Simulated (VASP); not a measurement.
# P2Se2O (P6/mmm) in VASP: a series of runs

The runs below take P2Se2O through relaxation of cell and atoms, single point, with PBE+D3(BJ).

Program: VASP 6.6.1. These are calculated values, not measurements. Logs are shortened: lines on timing, memory, paths and dates and some standing lists are left out, and cuts for length are marked.

## Step 1: The cell of the first run

It takes space group P6/mmm (No. 191, hexagonal). Conventional cell: a = 4.712 Å, b = 4.712 Å, c = 5.836 Å, α = 90.00°, β = 90.00°, γ = 120.00°. P (site symmetry 6mm) has 1 O at 1.90 Å and 1 P at 2.03 Å within 2.5 Å. Se (site symmetry -6m2) has 3 Se at 2.72 Å and 6 P at 2.90 Å within 3.6 Å. O (site symmetry 6/mmm) has 2 P at 1.90 Å within 2.5 Å.

The cell was built from a structure type or drawn by symmetry, and may not be a known phase.

## Step 2: Relaxation of cell and atoms, PBE+D3(BJ)

The input, INCAR:

```
SYSTEM = P2Se2O
ALGO = Normal ; EDIFF = 1E-6
EDIFFG = -0.04 ; ENCUT = 600
GGA = PE ; IBRION = 2
ISIF = 3 ; ISMEAR = 0
IVDW = 12 ; LASPH = .True.
LCHARG = .False. ; LREAL = .False.
LWAVE = .False. ; NELM = 60
NSW = 90 ; PREC = Accurate
SIGMA = 0.1
```

The input, KPOINTS:

```
k-points
0
Gamma
  6 6 4
  0 0 0
```

The input, POSCAR:

```
P2Se2O
1.0
    4.7124710800      0.0000000000      0.0000000000
   -2.3562355400      4.0811196700      0.0000000000
    0.0000000000      0.0000000000      5.8357560600
P Se O
2 2 1
Direct
    0.0000000000      0.0000000000      0.1741474800
    0.0000000000      0.0000000000      0.8258525200
    0.3333333300      0.6666666700      0.0000000000
    0.6666666700      0.3333333300      0.0000000000
    0.0000000000      0.0000000000      0.5000000000
```

Potentials or basis: VASP PAW PBE potentials, release 64 (P, Se, O).

The run is started by

```
> cat potpaw_PBE.64/P/POTCAR potpaw_PBE.64/Se/POTCAR potpaw_PBE.64/O/POTCAR > POTCAR
> mpirun -np 1 vasp_std > vasp.out
```

OUTCAR:

```text
SYSTEM = P2Se2O
   EDIFF = 1E-6
   EDIFFG = -0.04
   ENCUT = 600
   GGA = PE
   IBRION = 2
   ISIF = 3
   ISMEAR = 0
   IVDW = 12
   LASPH = .True.
   LREAL = .False.
   NELM = 60
   NSW = 90
   PREC = Accurate
 IVDW          = 12

 ion  position               nearest neighbor table
   1  0.000  0.000  0.174-   5 1.90   2 2.03
   2  0.000  0.000  0.826-   5 1.90   1 2.03
   3  0.333  0.667  0.000-   4 2.72   4 2.72   4 2.72
   4  0.667  0.333  0.000-   3 2.72   3 2.72   3 2.72
   5  0.000  0.000  0.500-   1 1.90   2 1.90

  LATTYP: Found a hexagonal cell.
 ALAT       =     4.7124710800
 C/A-ratio  =     1.2383643233

  Lattice vectors:

 A1 = (   4.7124710800,   0.0000000000,   0.0000000000)
 A2 = (  -2.3562355400,   4.0811196700,   0.0000000000)
 A3 = (   0.0000000000,   0.0000000000,   5.8357560600)

Analysis of symmetry for initial positions (statically):
=====================================================================
 Subroutine PRICEL returns:
 Original cell was already a primitive cell.

 Routine SETGRP: Setting up the symmetry group for a
 hexagonal supercell.

 Subroutine GETGRP returns: Found 24 space group operations
 (whereof 24 operations were pure point group operations)
 out of a pool of 24 trial point group operations.

The static configuration has the point symmetry D_6h.

Analysis of symmetry for dynamics (positions and initial velocities):
=====================================================================
 Subroutine PRICEL returns:
 Original cell was already a primitive cell.

 Routine SETGRP: Setting up the symmetry group for a
 hexagonal supercell.

 Subroutine GETGRP returns: Found 24 space group operations
 (whereof 24 operations were pure point group operations)
 out of a pool of 24 trial point group operations.

The dynamic configuration has the point symmetry D_6h.

 Subroutine INISYM returns: Found 24 space group operations
 (whereof 24 operations are pure point group operations),
 and found     1 'primitive' translations

----------------------------------------------------------------------------------------

                                     Primitive cell

  volume of cell :     112.2342

  direct lattice vectors                    reciprocal lattice vectors
     4.712471080  0.000000000  0.000000000     0.212202894  0.122515398  0.000000000
    -2.356235540  4.081119670  0.000000000     0.000000000  0.245030796  0.000000000
     0.000000000  0.000000000  5.835756060     0.000000000  0.000000000  0.171357402

  length of vectors
     4.712471080  4.712471080  5.835756060     0.245030796  0.245030796  0.171357402

  position of ions in fractional coordinates (direct lattice)
     0.000000000  0.000000000  0.174147480
     0.000000000  0.000000000  0.825852520
     0.333333330  0.666666670  0.000000000
     0.666666670  0.333333330  0.000000000
     0.000000000  0.000000000  0.500000000

  ion indices of the primitive-cell ions
   primitive index   ion index
                 1           1
                 2           2
                 3           3
                 4           4
                 5           5

----------------------------------------------------------------------------------------

 KPOINTS: k-points

Automatic generation of k-mesh.
 Grid dimensions read from file:
 generate k-points for:    6    6    4

 Generating k-lattice:

  Cartesian coordinates                     Fractional coordinates (reciprocal lattice)
     0.035367149  0.020419233  0.000000000     0.166666667  0.000000000  0.000000000
     0.000000000  0.040838466  0.000000000     0.000000000  0.166666667  0.000000000
     0.000000000  0.000000000  0.042839351     0.000000000  0.000000000  0.250000000

  Length of vectors
     0.040838466  0.040838466  0.042839351

  Shift w.r.t. Gamma in fractional coordinates (k-lattice)
     0.000000000  0.000000000  0.000000000

 Subroutine IBZKPT returns following result:
 ===========================================

 Found     21 irreducible k-points:

 Following reciprocal coordinates:
            Coordinates               Weight
  0.000000  0.000000  0.000000      1.000000
  0.166667 -0.000000  0.000000      6.000000
  0.333333  0.000000  0.000000      6.000000
  0.500000  0.000000  0.000000      3.000000
  0.166667  0.166667  0.000000      6.000000
  0.333333  0.166667  0.000000     12.000000
[... 13 lines left out ...]
  0.333333  0.166667  0.500000     12.000000
  0.333333  0.333333  0.500000      2.000000
   k-points           NKPTS =     21   k-points in BZ     NKDIM =     21   number of bands    NBANDS=     18
   number of dos      NEDOS =    301   number of ions     NIONS =      5
   total plane-waves  NPLWV =  76800
   dimension x,y,z NGX =    40 NGY =   40 NGZ =   48
   dimension x,y,z NGXF=    80 NGYF=   80 NGZF=   96
   ions per type =               2   2   1
   NGX,Y,Z   is equivalent  to a cutoff of  14.11, 14.11, 13.67 a.u.
   NGXF,Y,Z  is equivalent  to a cutoff of  28.22, 28.22, 27.35 a.u.
 SYSTEM =  P2Se2O
   PREC   = accura    normal or accurate (medium, high low for compatibility)
   ISTART =      0    job   : 0-new  1-cont  2-samecut
   ICHARG =      2    charge: 1-file 2-atom 10-const
   ISPIN  =      1    spin polarized calculation?
   LNONCOLLINEAR =      F non collinear calculations
   LSORBIT =      F    spin-orbit coupling
   LASPH  =      T    aspherical Exc in radial PAW
   ENCUT  =  600.0 eV  44.10 Ry    6.64 a.u.   9.41  9.41 11.66*2*pi/ulx,y,z
   NELM   =     60;   NELMIN=  2; NELMDL= -5     # of ELM steps
   EDIFF  = 0.1E-05   stopping-criterion for ELM
   LREAL  =      F    real-space projection
   EDIFFG = -.4E-01   stopping-criterion for IOM
   NSW    =     90    number of steps for IOM
   IBRION =      2    ionic relax: 0-MD 1-quasi-New 2-CG
   NFREE  =      1    steps in history (QN), initial steepest desc. (CG)
   ISIF   =      3    stress and relaxation
   ISYM   =      2    0-nonsym 1-usesym 2-fastsym
   POTIM  = 0.5000    time-step for ionic-motion
   TEBEG  =    0.0;   TEEND  =   0.0 temperature during run
   PSTRESS=    0.0 pullay stress
   NELECT =      28.0000    total number of electrons
   NUPDOWN=      -1.0000    fix difference up-down
   EMIN   =  10.00;   EMAX   =-10.00  energy-range for DOS
   EFERMI =   0.00;   METHOD = LEGACY
   ISMEAR =     0;   SIGMA  =   0.10  broadening in eV -4-tet -1-fermi 0-gaus
   EFERMI_NEDOS =   21; number of points for ismear=-14 and -15
   IALGO  =     38    algorithm
   IMIX   =      4    mixing-type and parameters
     AMIX     =   0.40;   BMIX     =  1.00
     AMIX_MAG =   1.60;   BMIX_MAG =  1.00
  volume/ion in A,a.u.               =      22.45       151.48
  Fermi-wavevector in a.u.,A,eV,Ry     =   1.030590  1.947532 14.450953  1.062115
  Thomas-Fermi vector in A             =   2.164695
   LORBIT       =      0    0 simple, 1 ext, 2 COOP (PROOUT), +10 PAW based schemes
   GGA     = PE    functional components
   LHFCALC =     F    Hartree Fock is set to
   AEXX    =    0.0000 exact exchange contribution
   IVDW    =    12    specifies the selected vdW correction
   LEPSILON=     F    determine dielectric tensor
   LRPA    =     F    only Hartree local field effects (RPA)
 conjugate gradient relaxation of ions
 non-spin polarized calculation
 Gauss-broadening in eV      SIGMA  =   0.10
  energy-cutoff  :      600.00
  volume of cell :      112.23
 maximum number of plane-waves:      3778
 NGX is ok and might be reduce to    40
   NGX = 19   NGY = 19   NGZ = 23

--------------------------------------- Ionic step        1  -------------------------------------------

 number of electron      28.0000004 magnetization

 Free energy of the ion-electron system (eV)
  ---------------------------------------------------
  ext. energy  EPLUGINS =         0.00000000
  ---------------------------------------------------
  free energy    TOTEN  =       -20.58404441 eV

  energy without entropy =      -20.57418553  energy(sigma->0) =      -20.57911497

------------------------ aborting loop because EDIFF is reached ----------------------------------------

 Edisp (eV)   -1.21665

 E8    (eV) :    -0.4595

  FORCE on cell =-STRESS in cart. coord.  units (eV):
  Direction    XX          YY          ZZ          XY          YZ          ZX
  --------------------------------------------------------------------------------------
  -------------------------------------------------------------------------------------
  Total       0.61422     0.61422    -3.16643    -0.00000     0.00000     0.00000
  in kB       8.76813     8.76813   -45.20169    -0.00000     0.00000     0.00000
  external pressure =       -9.22 kB  Pullay stress =        0.00 kB

 VOLUME and BASIS-vectors are now :
 -----------------------------------------------------------------------------
  energy-cutoff  :      600.00
  volume of cell :      112.23
      direct lattice vectors                 reciprocal lattice vectors
     4.712471080  0.000000000  0.000000000     0.212202894  0.122515398  0.000000000
    -2.356235540  4.081119670  0.000000000     0.000000000  0.245030796  0.000000000
     0.000000000  0.000000000  5.835756060     0.000000000  0.000000000  0.171357402
[... 87 lines left out ...]
 POSITION                                       TOTAL-FORCE (eV/Angst)
 -----------------------------------------------------------------------------------
      0.00000      0.00000      1.19910         0.000000      0.000000      0.332388
      2.36910      4.10340      4.47240        -0.000000     -0.000000     -0.332388
     -0.00000      2.73560      0.00000         0.000000      0.000000      0.000000
      2.36910      1.36780      0.00000        -0.000000     -0.000000     -0.000000
      0.00000      0.00000      2.83575        -0.000000      0.000000     -0.000000
 -----------------------------------------------------------------------------------
    total drift:                                0.000000     -0.000000      0.000000

  FREE ENERGIE OF THE ION-ELECTRON SYSTEM (eV)
  ---------------------------------------------------
  free  energy   TOTEN  =       -22.7903191174 eV

  energy  without entropy=      -22.7740532421  energy(sigma->0) =      -22.78218618

--------------------------------------- Ionic step        4  -------------------------------------------

 number of electron      28.0000003 magnetization

 Free energy of the ion-electron system (eV)
  ---------------------------------------------------
  ext. energy  EPLUGINS =         0.00000000
  ---------------------------------------------------
  free energy    TOTEN  =       -21.55255555 eV

  energy without entropy =      -21.53496481  energy(sigma->0) =      -21.54376018

 E-fermi :   3.9089     XC(G=0):  -8.7358

 val. band max:        3.8962359302   @ k =   0.0000   0.0000   0.2500
 cond. band min:       3.9175300582   @ k =   0.3333   0.1667   0.0000
 fundamental gap:      0.0212941280
 Fermi energy:         3.9088763383

 k-point     1 :       0.0000    0.0000    0.0000
  band No.  band energies     occupation
      1     -18.8803      2.00000
      2     -11.7693      2.00000
      3      -9.7014      2.00000
      4      -7.1942      2.00000
      5      -5.6667      2.00000
      6      -2.9809      2.00000
[... 10 lines left out ...]
     17       3.6738      1.99912
     18       8.0425      0.00000
[... 444 lines left out ...]
 POSITION                                       TOTAL-FORCE (eV/Angst)
 -----------------------------------------------------------------------------------
     -2.36972      4.10448      1.20792         0.000000      0.000000      0.013843
      0.00000      0.00000      4.45565        -0.000000     -0.000000     -0.013843
     -0.00000      2.73632      0.00000        -0.000000     -0.000000      0.000000
      2.36972      1.36816      0.00000         0.000000      0.000000      0.000000
     -2.36972      4.10448      2.83179        -0.000000      0.000000      0.000000
 -----------------------------------------------------------------------------------
    total drift:                                0.000000     -0.000000     -0.000000

  FREE ENERGIE OF THE ION-ELECTRON SYSTEM (eV)
  ---------------------------------------------------
  free  energy   TOTEN  =       -22.7942162978 eV

  energy  without entropy=      -22.7766255543  energy(sigma->0) =      -22.78542093

 reached required accuracy - stopping structural energy minimisation
```

It took 1.9 min on 1 thread of Intel Xeon Platinum 8124M at 3.00GHz (Skylake/Cascade Lake), shared host; peak memory 0.31 GiB.

Results:

* Free energy: -22.7942 eV
* Relaxed volume: 22.03 Å³/atom
* Relaxed cell: a = 4.739 Å, b = 4.739 Å, c = 5.664 Å, α = 90.00°, β = 90.00°, γ = 120.00°
* Space group after relaxing (to 0.1 Å): P6/mmm (No. 191)
* Energy gained by relaxing: 198.7 meV/atom
* Ionic steps: 4
* Pressure after relaxing: -0.1 GPa
* Largest force after relaxing: 0.014 eV/Å
* Band gap on the k mesh: zero (bands 14 and 15 overlap by 1.77 eV)
* Dispersion energy per atom: -0.248 eV

Forces on the atoms (eV/Å):
```
P    0.000  0.000  0.014
P    0.000  0.000 -0.014
Se   0.000  0.000  0.000
Se   0.000  0.000  0.000
O    0.000  0.000  0.000
```

Stress tensor (GPa, compression positive):
```
-0.23  0.00  0.00
 0.00 -0.23  0.00
 0.00  0.00  0.22
```

Step by step:
```csv
step,energy change (eV),largest force (eV/Å),pressure (GPa),volume (Å³)
1,0.0000,4.9077,-0.92,112.23
2,-0.9912,0.2316,0.27,110.10
3,-0.9896,0.3324,-0.48,110.27
4,-0.9935,0.0138,-0.08,110.17
```

Final structure:
```
P Se O
1.0
     4.73944    0.00000    0.00000
    -2.36972    4.10448    0.00000
     0.00000    0.00000    5.66358
P Se O
2 2 1
Cartesian
  -2.3697 4.1045 1.2079
  0.0000 0.0000 4.4557
  0.0000 2.7363 0.0000
  2.3697 1.3682 0.0000
  -2.3697 4.1045 2.8318
```

Levels at points of the mesh, in eV from the Fermi level:
```tsv
k point	band 10	band 11	band 12	band 13	band 14	band 15	band 16	band 17	band 18
(0.00, 0.00, 0.00)	-5.00	-3.57	-3.57	-1.17	-0.81	-0.81	-0.40	-0.24	4.13
(0.50, 0.00, 0.00)	-4.28	-1.96	-1.54	-1.19	-1.14	0.48	0.84	0.96	1.53
(0.00, 0.00, 0.50)	-4.99	-4.45	-4.45	-2.12	-0.48	0.90	0.90	2.66	3.08
(0.50, 0.00, 0.50)	-3.47	-2.01	-1.85	-1.81	-0.03	0.49	0.86	0.98	3.08
```

(Part 1 of 2 ends here.)
